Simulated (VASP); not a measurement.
# TiNi (Pm-3m) in VASP: settings compared, part 3 of 3

VASP 6.6.1. The steps go on from the part before.

## Step 7: Relaxation of cell and atoms, PBEsol, collinear spin, ferromagnetic start

This run uses another cell than the first one, of 13.34 Å³/atom, 1.055 times its volume.

INCAR reads:

```
  PREC = Accurate
  ENCUT = 600
  EDIFF = 1E-7
  ISMEAR = -1
  SIGMA = 0.15
  LREAL = F
  LASPH = T
  NELM = 150
  ALGO = Normal
  ISIF = 3
  LWAVE = F
  LCHARG = F
  ISPIN = 2
  MAGMOM = 0 1.5
  LORBIT = 11
  LMAXMIX = 4
  GGA = PS
  IBRION = 2
  NSW = 60
  EDIFFG = -0.01
```

KPOINTS reads:

```
Automatic mesh
0
Gamma
  10 10 10
```

POSCAR reads:

```
TiNi
1.0
    2.9880660000      0.0000000000      0.0000000000
    0.0000000000      2.9880660000      0.0000000000
    0.0000000000      0.0000000000      2.9880660000
Ti Ni
1 1
Direct
    0.5000000000      0.5000000000      0.5000000000
    0.0000000000      0.0000000000      0.0000000000
```

Potentials or basis: VASP PAW PBE potentials, release 64 (Ti_sv, Ni).

Run with:

```
$ cat potpaw_PBE.64/Ti_sv/POTCAR potpaw_PBE.64/Ni/POTCAR > POTCAR
$ mpirun -np 1 vasp_std > vasp.out
```

OUTCAR:

```text
PREC = Accurate
   ENCUT = 600
   EDIFF = 1E-7
   ISMEAR = -1
   LREAL = F
   LASPH = T
   NELM = 150
   ISIF = 3
   ISPIN = 2
   LORBIT = 11
   GGA = PS
   IBRION = 2
   NSW = 60
   EDIFFG = -0.01

 ion  position               nearest neighbor table
   1  0.500  0.500  0.500-   2 2.59   2 2.59   2 2.59   2 2.59   2 2.59   2 2.59   2 2.59   2 2.59

   2  0.000  0.000  0.000-   1 2.59   1 2.59   1 2.59   1 2.59   1 2.59   1 2.59   1 2.59   1 2.59

  LATTYP: Found a simple cubic cell.
 ALAT       =     2.9880660000

  Lattice vectors:

 A1 = (   2.9880660000,   0.0000000000,   0.0000000000)
 A2 = (   0.0000000000,   2.9880660000,   0.0000000000)
 A3 = (   0.0000000000,   0.0000000000,   2.9880660000)

Analysis of symmetry for initial positions (statically):
=====================================================================
 Subroutine PRICEL returns:
 Original cell was already a primitive cell.

 Routine SETGRP: Setting up the symmetry group for a
 simple cubic supercell.

 Subroutine GETGRP returns: Found 48 space group operations
 (whereof 48 operations were pure point group operations)
 out of a pool of 48 trial point group operations.

The static configuration has the point symmetry O_h .

Analysis of symmetry for dynamics (positions and initial velocities):
=====================================================================
 Subroutine PRICEL returns:
 Original cell was already a primitive cell.

 Routine SETGRP: Setting up the symmetry group for a
 simple cubic supercell.

 Subroutine GETGRP returns: Found 48 space group operations
 (whereof 48 operations were pure point group operations)
 out of a pool of 48 trial point group operations.

The dynamic configuration has the point symmetry O_h .

[... 138 lines left out ...]
   LHFCALC =     F    Hartree Fock is set to
   AEXX    =    0.0000 exact exchange contribution
   IVDW    =     0    specifies the selected vdW correction
   LEPSILON=     F    determine dielectric tensor
   LRPA    =     F    only Hartree local field effects (RPA)
 conjugate gradient relaxation of ions
 spin polarized calculation
  energy-cutoff  :      600.00
  volume of cell :       26.68
 maximum number of plane-waves:       912
 NGX is ok and might be reduce to    24
   NGX = 11   NGY = 11   NGZ = 11

--------------------------------------- Ionic step        1  -------------------------------------------

 number of electron      21.9999986 magnetization       0.0421091

 number of electron      21.9999986 magnetization      -0.0000544

 Free energy of the ion-electron system (eV)
  ---------------------------------------------------
  ext. energy  EPLUGINS =         0.00000000
  ---------------------------------------------------
  free energy    TOTEN  =       -15.30189307 eV

  energy without entropy =      -15.10452447  energy(sigma->0) =      -15.20320877

------------------------ aborting loop because EDIFF is reached ----------------------------------------

  FORCE on cell =-STRESS in cart. coord.  units (eV):
  Direction    XX          YY          ZZ          XY          YZ          ZX
  --------------------------------------------------------------------------------------
  -------------------------------------------------------------------------------------
  Total       -0.4440011     -0.4440011     -0.4440011      0.0000000      0.0000000     -0.0000000
  in kB      -26.6639227    -26.6639227    -26.6639227      0.0000000      0.0000000     -0.0000000
  external PRESSURE =     -26.6639227 kB  Pullay stress =       0.0000000 kB
[... 61 lines left out ...]
 number of electron      21.9999984 magnetization       0.0000082

 number of electron      21.9999984 magnetization      -0.0000007

 Free energy of the ion-electron system (eV)
  ---------------------------------------------------
  ext. energy  EPLUGINS =         0.00000000
  ---------------------------------------------------
  free energy    TOTEN  =       -15.30547156 eV

  energy without entropy =      -15.11101245  energy(sigma->0) =      -15.20824200

 E-fermi :   9.6627     XC(G=0): -12.7497

 val. band max:        9.5909123355   @ k =   0.3000   0.1000   0.0000
 cond. band min:       9.6714258345   @ k =   0.5000   0.5000   0.1000
 fundamental gap:      0.0805134990
 Fermi energy:         9.6627361272

 spin component 1

 k-point     1 :       0.0000    0.0000    0.0000
  band No.  band energies     occupation
      1     -47.1959      1.00000
      2     -23.3875      1.00000
      3     -23.3875      1.00000
      4     -23.3875      1.00000
      5       1.7696      1.00000
      6       5.6890      1.00000
[... 435 lines left out ...]
      5       3.7451      1.00000
      6       6.3278      1.00000
[... 8 lines left out ...]
     15      12.0513      0.00000
     16      14.8266      0.00000

 [... further k-points ...]

 spin component 2

 k-point     1 :       0.0000    0.0000    0.0000
  band No.  band energies     occupation
      1     -47.1959      1.00000
      2     -23.3875      1.00000
      3     -23.3875      1.00000
      4     -23.3875      1.00000
      5       1.7696      1.00000
      6       5.6890      1.00000
[... 476 lines left out ...]
  FREE ENERGIE OF THE ION-ELECTRON SYSTEM (eV)
  ---------------------------------------------------
  free  energy   TOTEN  =       -15.3054715559 eV

  energy  without entropy=      -15.1110124531  energy(sigma->0) =      -15.20824200

 reached required accuracy - stopping structural energy minimisation

 total charge

# of ion       s       p       d       tot
------------------------------------------
    1        2.244   6.172   1.873  10.290
    2        0.592   0.491   8.327   9.409
--------------------------------------------------
tot          2.836   6.663  10.200  19.699

 magnetization (x)

# of ion       s       p       d       tot
------------------------------------------
    1       -0.000  -0.000  -0.000  -0.000
    2        0.000  -0.000   0.000   0.000
--------------------------------------------------
tot         -0.000  -0.000   0.000   0.000
```

CONTCAR:

```text
TiNi
   1.00000000000000
     2.9721330901937346    0.0000000000000000   -0.0000000000000000
     0.0000000000000000    2.9721330901937346    0.0000000000000000
     0.0000000000000000    0.0000000000000000    2.9721330901937346
  Ti              Ni
     1     1
Direct
     0.5000000000000000    0.5000000000000000    0.5000000000000000
     0.0000000000000000    0.0000000000000000    0.0000000000000000

  0.00000000E+00  0.00000000E+00  0.00000000E+00
  0.00000000E+00  0.00000000E+00  0.00000000E+00
```

It took 65 s on 1 thread of Intel Xeon 6975P-C (Granite Rapids), shared host; peak memory 0.18 GiB.

What came out:

```
Free energy                                           : -15.3055 eV
Relaxed volume                                        : 13.13 Å³/atom
Relaxed cell                                          : a = 2.972 Å, b = 2.972 Å, c = 2.972 Å, α = 90.00°, β = 90.00°, γ = 90.00°
Space group after relaxing (to 0.05 Å)                : Pm-3m (No. 221)
Energy gained by relaxing                             : 1.8 meV/atom
Ionic steps                                           : 3
Pressure after relaxing                               : 0.0 GPa
Band gap on the k mesh                                : zero (filled and empty bands overlap)
Net moment                                            : 0.00 μB per cell
Valence electrons inside the program's atomic spheres : Ti 10.29; Ni 9.41
```

Step by step:
```
step  energy change (eV)  largest force (eV/Å)  pressure (GPa)  volume (Å³)
   1              0.0000                0.0000           -2.67        26.68
   2              0.0002                0.0000            2.93        25.83
   3             -0.0036                0.0000            0.00        26.25
```

Final structure:
```yaml
crystal:
  lattice:
    - [2.97213, 0.00000, 0.00000]
    - [0.00000, 2.97213, 0.00000]
    - [0.00000, 0.00000, 2.97213]
  atoms:
    - { symbol: Ti, position: [0.50000, 0.50000, 0.50000] }
    - { symbol: Ni, position: [0.00000, 0.00000, 0.00000] }
```

Levels at points of the mesh, in eV from the Fermi level:
Spin up:
```csv
k point,band 7,band 8,band 9,band 10,band 11,band 12,band 13,band 14,band 15,band 16
"(0.00, 0.00, 0.00)",-3.97,-2.03,-2.03,-2.03,0.48,0.48,2.71,2.71,2.71,8.80
"(0.50, 0.00, 0.00)",-2.81,-2.13,-2.13,-1.72,-0.73,-0.60,0.69,0.69,2.34,3.95
"(0.50, 0.50, 0.00)",-2.81,-2.81,-1.31,-0.74,0.52,0.52,0.97,2.39,2.39,3.18
"(0.50, 0.50, 0.50)",-2.87,-2.18,-2.18,-2.18,-1.28,-1.28,3.26,3.26,6.32,8.14
```
Spin down:
```
           k point  band 7  band 8  band 9  band 10  band 11  band 12  band 13  band 14  band 15  band 16
(0.00, 0.00, 0.00)   -3.97   -2.03   -2.03    -2.03     0.48     0.48     2.71     2.71     2.71     8.80
(0.50, 0.00, 0.00)   -2.81   -2.13   -2.13    -1.72    -0.73    -0.60     0.69     0.69     2.34     3.95
(0.50, 0.50, 0.00)   -2.81   -2.81   -1.31    -0.74     0.52     0.52     0.97     2.39     2.39     3.18
(0.50, 0.50, 0.50)   -2.87   -2.18   -2.18    -2.18    -1.28    -1.28     3.26     3.26     6.32     8.14
```

Caveat: the starting moments collapsed, and a magnetic state may lie lower; the PAW data sets were made with another functional, which shifts forces and pressure a little.
